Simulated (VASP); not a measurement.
Write the native input for VASP 6.6.1 that does the following.

| Quantity | Value |
| --- | --- |
| Task | single point |
| Functional | r2SCAN |
| Potentials or basis | VASP PAW PBE potentials, release 64 (Al, N) |
| Cutoff | 520 eV |
| k mesh | 8 × 8 × 2 |
| Occupations | gaussian, width 0.05 eV |
| Spin | no spin polarisation |
| Dipole correction | no |
| Further INCAR settings | ALGO = Normal; EDIFF = 1e-07; NBANDS = 36 |

AlN:

```
Al N
1.0
     2.18399   -2.18399    0.00000
     2.18399    0.00000   -2.18399
    12.37582    6.91605    6.91605
Al N
6 6
Cartesian
  3.4577 -0.9103 -0.9103
  7.8257 7.8257 7.8257
  3.4577 1.2737 1.2737
  7.8257 3.4577 3.4577
  3.4577 3.4577 3.4577
  7.8257 5.6417 5.6417
  6.7337 2.3657 2.3657
  6.7337 0.1817 0.1817
  6.7337 4.5497 4.5497
  11.1017 6.7337 6.7337
  6.7337 6.7337 6.7337
  2.3657 0.1817 0.1817
```

One way to write it, as run:

POSCAR

```
AlN
1.0
    2.1839935596     -2.1839935596      0.0000000000
    2.1839935596      0.0000000000     -2.1839935596
   12.3758179048      6.9160524052      6.9160524052
Al N
6 6
Direct
    0.6146131933      0.6146131933      0.0624666667
   -0.7464701400     -0.7464701400      0.8958000000
    0.1423965267      0.1423965267      0.2291333333
    0.1979631933      0.1979631933      0.5624666667
   -0.3298201400     -0.3298201400      0.3958000000
   -0.2742534733     -0.2742534733      0.7291333333
    0.3021256933      0.3021256933      0.4374666667
    0.7743423600      0.7743423600      0.2708000000
   -0.1700909733     -0.1700909733      0.6041333333
   -0.1145243067     -0.1145243067      0.9374666667
   -0.6423076400     -0.6423076400      0.7708000000
    0.2465590267      0.2465590267      0.1041333333
```

INCAR.step1

```
PREC     = Accurate       # precision mode
ENCUT    = 520            # plane-wave cutoff, eV
ISMEAR   = 0              # smearing method
SIGMA    = 0.05           # smearing width, eV
LREAL    = False          # projectors in reciprocal space
LASPH    = True           # aspherical terms in the spheres
NELM     = 100            # most SCF steps
NBANDS   = 36             # bands
GGA      = PE             # functional
ALGO     = Normal         # electronic algorithm
EDIFF    = 1E-4           # SCF threshold, eV
LWAVE    = True           # write WAVECAR
LCHARG   = False          # write CHGCAR
```

INCAR.step2

```
PREC     = Accurate       # precision mode
ENCUT    = 520            # plane-wave cutoff, eV
EDIFF    = 1E-7           # SCF threshold, eV
ISMEAR   = 0              # smearing method
SIGMA    = 0.05           # smearing width, eV
LREAL    = False          # projectors in reciprocal space
LASPH    = True           # aspherical terms in the spheres
NELM     = 100            # most SCF steps
ALGO     = Normal         # electronic algorithm
ISIF     = 2              # what is computed and relaxed
LWAVE    = False          # write WAVECAR
LCHARG   = True           # write CHGCAR
METAGGA  = R2SCAN         # meta-GGA
LMIXTAU  = True         
LELF     = True           # ELF
LVHAR    = True         
NBANDS   = 36             # bands
ISTART   = 1
```

KPOINTS

```
regular mesh
0
Gamma
  8 8 2
```

Potentials or basis: VASP PAW PBE potentials, release 64 (Al, N).

Run with:

```console
$ cat potpaw_PBE.64/Al/POTCAR potpaw_PBE.64/N/POTCAR > POTCAR
$ cp INCAR.step1 INCAR
$ mpirun -np 1 vasp_std > vasp.out
$ cp INCAR.step2 INCAR
$ mpirun -np 1 vasp_std > vasp.out
```

It gave:

```
Pressure               : -1.4 GPa
Largest force          : 1.341 eV/Å
Band gap on the k mesh : 3.69 eV, indirect (least direct gap 4.06 eV)
```

Caveat: the PAW data sets were made with another functional, which shifts forces and pressure a little.

It took 6.6 min on 1 thread of Intel(R) Xeon(R) 6975P-C (Granite Rapids) (shared host), peak memory 0.33 GiB.
